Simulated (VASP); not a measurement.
# Au (Pm-3m) in VASP: a series of runs, part 2 of 2

VASP 6.6.1. The steps go on from the part before.

**4. Single point, LDA**

This run uses another cell than the first one, of 17.49 Å³/atom, 1.107 times its volume.

The input, INCAR:

```
PREC = Accurate
ENCUT = 520
EDIFF = 1E-7
ISMEAR = -1
SIGMA = 0.05
LREAL = F
LASPH = T
NELM = 60
ALGO = Normal
ISIF = 2
LWAVE = F
LCHARG = F
GGA = CA
NBANDS = 12
```

The input, KPOINTS:

```
Automatic mesh
0
Gamma
  17 17 17
```

The input, POSCAR:

```
Au
1.0
    2.5957432737      0.0000000000      0.0000000000
    0.0000000000      2.5957432737      0.0000000000
    0.0000000000      0.0000000000      2.5957432737
Au
1
Direct
    0.0000000000      0.0000000000      0.0000000000
```

Potentials or basis: VASP PAW LDA potentials, release 64 (Au).

The run is started by

```bash
$ cat potpaw_LDA.64/Au/POTCAR > POTCAR
$ mpirun -np 1 vasp_std > vasp.out
```

OUTCAR:

```text
PREC = Accurate
   ENCUT = 520
   EDIFF = 1E-7
   ISMEAR = -1
   LREAL = F
   LASPH = T
   NELM = 60
   ISIF = 2
   GGA = CA

 ion  position               nearest neighbor table
   1  0.000  0.000  0.000-

  LATTYP: Found a simple cubic cell.
 ALAT       =     2.5957432737

  Lattice vectors:

 A1 = (   2.5957432737,   0.0000000000,   0.0000000000)
 A2 = (   0.0000000000,   2.5957432737,   0.0000000000)
 A3 = (   0.0000000000,   0.0000000000,   2.5957432737)

[... 528 lines left out ...]
      3       4.2726      2.00000
      4       5.2489      2.00000
      5       7.0696      2.00000
      6       8.1462      1.99916
      7      11.6646      0.00000
      8      25.0409      0.00000
      9      26.6870      0.00000
     10      27.6556      0.00000
     11      29.9711      0.00000
     12      34.9471      0.00000

 [... further k-points ...]
[... 5 lines left out ...]
  --------------------------------------------------------------------------------------
  -------------------------------------------------------------------------------------
  Total        1.7064465      1.7064465      1.7064465      0.0000000      0.0000000     -0.0000000
  in kB      156.3212624    156.3212624    156.3212624      0.0000000      0.0000000     -0.0000000
  external PRESSURE =     156.3212624 kB  Pullay stress =       0.0000000 kB

 VOLUME and BASIS-vectors are now :
 -----------------------------------------------------------------------------
  energy-cutoff  :      520.00
  volume of cell :       17.49
      direct lattice vectors                 reciprocal lattice vectors
     2.595743274  0.000000000  0.000000000     0.385246110  0.000000000  0.000000000
     0.000000000  2.595743274  0.000000000     0.000000000  0.385246110  0.000000000
     0.000000000  0.000000000  2.595743274     0.000000000  0.000000000  0.385246110

 POSITION                                       TOTAL-FORCE (eV/Angst)
 -----------------------------------------------------------------------------------
      0.00000      0.00000      0.00000         0.000000      0.000000      0.000000
 -----------------------------------------------------------------------------------
    total drift:                                0.000000      0.000000      0.000000

  FREE ENERGIE OF THE ION-ELECTRON SYSTEM (eV)
  ---------------------------------------------------
  free  energy   TOTEN  =        -4.0959615499 eV

  energy  without entropy=       -4.0918223318  energy(sigma->0) =       -4.09389194
```

Run time: 9.4 s. Hardware: 1 thread of Intel Xeon 6975P-C (Granite Rapids), shared host; peak memory 0.14 GiB.

Results:

| Item | Value |
| --- | --- |
| Free energy | -4.0960 eV |
| Pressure | 15.6 GPa |

Caveat: spin-orbit coupling is left out, which moves the levels of the heavy elements.

**5. Single point, LDA**

This run uses another cell than the first one, of 19.00 Å³/atom, 1.202 times its volume.

The input, INCAR:

```
PREC = Accurate ; ENCUT = 520
EDIFF = 1E-6 ; ISMEAR = -1
SIGMA = 0.05 ; LREAL = False
LASPH = True ; NELM = 60
ALGO = Normal ; ISIF = 2
LWAVE = False ; LCHARG = False
GGA = CA ; NBANDS = 12
```

The input, KPOINTS:

```
regular mesh
0
Gamma
  17 17 17
```

The input, POSCAR:

```
Au
1.0
    2.6683687980      0.0000000000      0.0000000000
    0.0000000000      2.6683687980      0.0000000000
    0.0000000000      0.0000000000      2.6683687980
Au
1
Direct
    0.0000000000      0.0000000000      0.0000000000
```

Potentials or basis: VASP PAW LDA potentials, release 64 (Au).

The run is started by

```bash
$ cat potpaw_LDA.64/Au/POTCAR > POTCAR
$ mpirun -np 1 vasp_std > vasp.out
```

OUTCAR:

```text
PREC = Accurate
   ENCUT = 520
   EDIFF = 1E-6
   ISMEAR = -1
   LREAL = False
   LASPH = True
   NELM = 60
   ISIF = 2
   GGA = CA

 ion  position               nearest neighbor table
   1  0.000  0.000  0.000-

  LATTYP: Found a simple cubic cell.
 ALAT       =     2.6683687980

  Lattice vectors:

 A1 = (   2.6683687980,   0.0000000000,   0.0000000000)
 A2 = (   0.0000000000,   2.6683687980,   0.0000000000)
 A3 = (   0.0000000000,   0.0000000000,   2.6683687980)

Analysis of symmetry for initial positions (statically):
=====================================================================
 Subroutine PRICEL returns:
 Original cell was already a primitive cell.

 Routine SETGRP: Setting up the symmetry group for a
 simple cubic supercell.

 Subroutine GETGRP returns: Found 48 space group operations
[... 9 lines left out ...]

 Routine SETGRP: Setting up the symmetry group for a
 simple cubic supercell.

 Subroutine GETGRP returns: Found 48 space group operations
[... 11 lines left out ...]
                                     Primitive cell

  volume of cell :      18.9993

  direct lattice vectors                    reciprocal lattice vectors
     2.668368798  0.000000000  0.000000000     0.374760790  0.000000000  0.000000000
     0.000000000  2.668368798  0.000000000     0.000000000  0.374760790  0.000000000
     0.000000000  0.000000000  2.668368798     0.000000000  0.000000000  0.374760790

  length of vectors
     2.668368798  2.668368798  2.668368798     0.374760790  0.374760790  0.374760790

  position of ions in fractional coordinates (direct lattice)
     0.000000000  0.000000000  0.000000000

  ion indices of the primitive-cell ions
   primitive index   ion index
                 1           1

[... 87 lines left out ...]
   EFERMI_NEDOS =   21; number of points for ismear=-14 and -15
   IALGO  =     38    algorithm
   IMIX   =      4    mixing-type and parameters
     AMIX     =   0.40;   BMIX     =  1.00
     AMIX_MAG =   1.60;   BMIX_MAG =  1.00
  volume/ion in A,a.u.               =      19.00       128.21
  Fermi-wavevector in a.u.,A,eV,Ry     =   1.364457  2.578450 25.330552  1.861743
  Thomas-Fermi vector in A             =   2.490771
   LORBIT       =      0    0 simple, 1 ext, 2 COOP (PROOUT), +10 PAW based schemes
   GGA     = CA    functional components
   LHFCALC =     F    Hartree Fock is set to
   AEXX    =    0.0000 exact exchange contribution
   IVDW    =     0    specifies the selected vdW correction
   LEPSILON=     F    determine dielectric tensor
   LRPA    =     F    only Hartree local field effects (RPA)
 non-spin polarized calculation
  energy-cutoff  :      520.00
  volume of cell :       19.00
 maximum number of plane-waves:       523
 NGX is ok and might be reduce to    20
   NGX =  9   NGY =  9   NGZ =  9

 number of electron      11.0000002 magnetization

 Free energy of the ion-electron system (eV)
  ---------------------------------------------------
  ext. energy  EPLUGINS =         0.00000000
  ---------------------------------------------------
  free energy    TOTEN  =        -4.16687770 eV

  energy without entropy =       -4.16318761  energy(sigma->0) =       -4.16503265

 E-fermi :   7.2010     XC(G=0): -12.2315

 val. band max:        7.1750719253   @ k =   0.4706   0.4706   0.4706
 cond. band min:       7.2187104766   @ k =   0.3529   0.2941   0.2353
 fundamental gap:      0.0436385513
 Fermi energy:         7.2010398258

 k-point     1 :       0.0000    0.0000    0.0000
  band No.  band energies     occupation
      1      -1.2909      2.00000
      2       0.9954      2.00000
      3       0.9954      2.00000
      4       5.8764      2.00000
      5       5.8764      2.00000
      6       5.8764      2.00000
      7      21.5210      0.00000
      8      21.5210      0.00000
      9      21.5210      0.00000
     10      26.8723      0.00000
     11      29.3952      0.00000
     12      29.3952      0.00000
[... 331 lines left out ...]
 k-point    24 :       0.4706    0.1176    0.0000
  band No.  band energies     occupation
      1       1.2160      2.00000
      2       1.8029      2.00000
      3       3.4218      2.00000
      4       4.2388      2.00000
      5       5.8075      2.00000
      6       7.0921      1.79674
      7       9.9960      0.00000
      8      23.5519      0.00000
      9      24.7317      0.00000
     10      25.8333      0.00000
     11      27.7650      0.00000
     12      32.6553      0.00000

 [... further k-points ...]
[... 5 lines left out ...]
  --------------------------------------------------------------------------------------
  -------------------------------------------------------------------------------------
  Total        0.0626510      0.0626510      0.0626510     -0.0000000     -0.0000000     -0.0000000
  in kB        5.2832483      5.2832483      5.2832483     -0.0000000     -0.0000000     -0.0000000
  external PRESSURE =       5.2832483 kB  Pullay stress =       0.0000000 kB

 VOLUME and BASIS-vectors are now :
 -----------------------------------------------------------------------------
  energy-cutoff  :      520.00
  volume of cell :       19.00
      direct lattice vectors                 reciprocal lattice vectors
     2.668368798  0.000000000  0.000000000     0.374760790  0.000000000  0.000000000
     0.000000000  2.668368798  0.000000000     0.000000000  0.374760790  0.000000000
     0.000000000  0.000000000  2.668368798     0.000000000  0.000000000  0.374760790

 POSITION                                       TOTAL-FORCE (eV/Angst)
 -----------------------------------------------------------------------------------
      0.00000      0.00000      0.00000         0.000000      0.000000      0.000000
 -----------------------------------------------------------------------------------
    total drift:                                0.000000      0.000000      0.000000

  FREE ENERGIE OF THE ION-ELECTRON SYSTEM (eV)
  ---------------------------------------------------
  free  energy   TOTEN  =        -4.1668776997 eV

  energy  without entropy=       -4.1631876089  energy(sigma->0) =       -4.16503265
```

OSZICAR:

```text
N       E                     dE             d eps       ncg     rms          rms(c)
DAV:   1     0.489267076060E+02    0.48927E+02   -0.55826E+03  4120   0.812E+02
DAV:   2    -0.382524666934E+01   -0.52752E+02   -0.49961E+02  4636   0.186E+02
DAV:   3    -0.453455303337E+01   -0.70931E+00   -0.70879E+00  4672   0.206E+01
DAV:   4    -0.453750659378E+01   -0.29536E-02   -0.29534E-02  4572   0.152E+00
DAV:   5    -0.453753296731E+01   -0.26374E-04   -0.26372E-04  4688   0.138E-01    0.839E+00
DAV:   6    -0.418562871324E+01    0.35190E+00   -0.11015E+00  4184   0.805E+00    0.561E+00
DAV:   7    -0.417094723968E+01    0.14681E-01   -0.21924E-02  4628   0.119E+00    0.305E+00
DAV:   8    -0.416687620860E+01    0.40710E-02   -0.11110E-03  4444   0.306E-01    0.169E-01
DAV:   9    -0.416687652303E+01   -0.31443E-06   -0.20750E-05  4468   0.402E-02    0.239E-02
DAV:  10    -0.416687771658E+01   -0.11935E-05   -0.12263E-06  4644   0.905E-03    0.523E-03
DAV:  11    -0.416687769966E+01    0.16918E-07   -0.18212E-08  2248   0.987E-04
   1 F= -.41668777E+01 E0= -.41650327E+01  d E =-.369009E-02
```

stdout:

```text
POSCAR found type information on POSCAR Au
 POSCAR found :  1 types and       1 ions
 scaLAPACK will be used
 LDA part: xc-table for (Slater(with rela. corr.)+CA(PZ))
 , standard interpolation
 POSCAR, INCAR and KPOINTS ok, starting setup
 FFT: planning ... GRIDC
 FFT: planning ... GRID_SOFT
 FFT: planning ... GRID
 WAVECAR not read
 entering main loop
```

It took 8.8 s on 1 thread of Intel Xeon 6975P-C (Granite Rapids), shared host; peak memory 0.14 GiB.

What came out:

```
Free energy : -4.1669 eV
Pressure    : 0.5 GPa
```

Caveat: spin-orbit coupling is left out, which moves the levels of the heavy elements.

**6. Relaxation of cell and atoms, LDA**

This run uses another cell than the first one, of 18.61 Å³/atom, 1.177 times its volume.

The input, INCAR:

```
SYSTEM = Au
PREC = Accurate
ENCUT = 600
EDIFF = 1E-6
ISMEAR = -1
SIGMA = 0.05
LREAL = .False.
LASPH = .True.
NELM = 60
ALGO = Normal
ISIF = 3
LWAVE = .False.
LCHARG = .False.
GGA = CA
IBRION = 2
NSW = 60
EDIFFG = -0.03
```

The input, KPOINTS:

```
Automatic mesh
0
Gamma
  17 17 17
  0 0 0
```

The input, POSCAR:

```
Au
1.0
    2.6500000000      0.0000000000      0.0000000000
    0.0000000000      2.6500000000      0.0000000000
    0.0000000000      0.0000000000      2.6500000000
Au
1
Direct
    0.0000000000      0.0000000000      0.0000000000
```

Potentials or basis: VASP PAW LDA potentials, release 64 (Au).

The run is started by

```bash
$ cat potpaw_LDA.64/Au/POTCAR > POTCAR
$ mpirun -np 1 vasp_std > vasp.out
```

Run time: 15 s. Hardware: 1 thread of Intel Xeon 6975P-C (Granite Rapids), shared host; peak memory 0.16 GiB.

Results (log left out):

```yaml
Free_energy: -4.1669 eV
Relaxed_volume: 19.08 Å³/atom
Relaxed_cell: a = 2.672 Å, b = 2.672 Å, c = 2.672 Å, α = 90.00°, β = 90.00°, γ = 90.00°
Space_group_after_relaxing_to_0.05_Å: Pm-3m (No. 221)
Energy_gained_by_relaxing: 5.4 meV/atom
Ionic_steps: 3
Pressure_after_relaxing: 0.0 GPa
```

Step by step:
```tsv
step	energy change (eV)	largest force (eV/Å)	pressure (GPa)	volume (Å³)
1	0.0000	0.0000	3.78	18.61
2	0.0064	0.0000	-4.94	19.82
3	-0.0054	0.0000	-0.03	19.08
```

Final structure:
```yaml
crystal:
  lattice:
    - [2.67234, 0.00000, 0.00000]
    - [0.00000, 2.67234, 0.00000]
    - [0.00000, 0.00000, 2.67234]
  atoms:
    - { symbol: Au, position: [0.00000, 0.00000, 0.00000] }
```

Levels at points of the mesh, in eV from the Fermi level:
```tsv
k point	band 2	band 3	band 4	band 5	band 6	band 7	band 8	band 9
(0.00, 0.00, 0.00)	-6.17	-6.17	-1.32	-1.32	-1.32	14.30	14.30	14.30
```

Caveat: spin-orbit coupling is left out, which moves the levels of the heavy elements.

**7. The runs side by side**

| task | cell | cutoff (eV) | gap on the mesh (eV) | pressure (GPa) |
| --- | --- | --- | --- | --- |
| single point | a = 2.510 Å, 1 atom | 520 | none | 45.8 |
| single point | a = 2.547 Å, 1 atom | 520 | none | 30.8 |
| single point | a = 2.596 Å, 1 atom | 520 | none | 15.6 |
| single point | a = 2.668 Å, 1 atom | 520 | none | 0.5 |
| relaxation of cell and atoms | relaxed from a = 2.650 Å, 1 atom | 600 | none | 0.0 |

Alike in all rows: level LDA; potentials or basis VASP PAW LDA potentials, release 64 (Au); no spin polarisation; k mesh 17 × 17 × 17; smearing fermi-dirac 0.05 eV.

Caveats: spin-orbit coupling is left out, which moves the levels of the heavy elements.

Absolute energies hang on the potentials; compare differences alone.
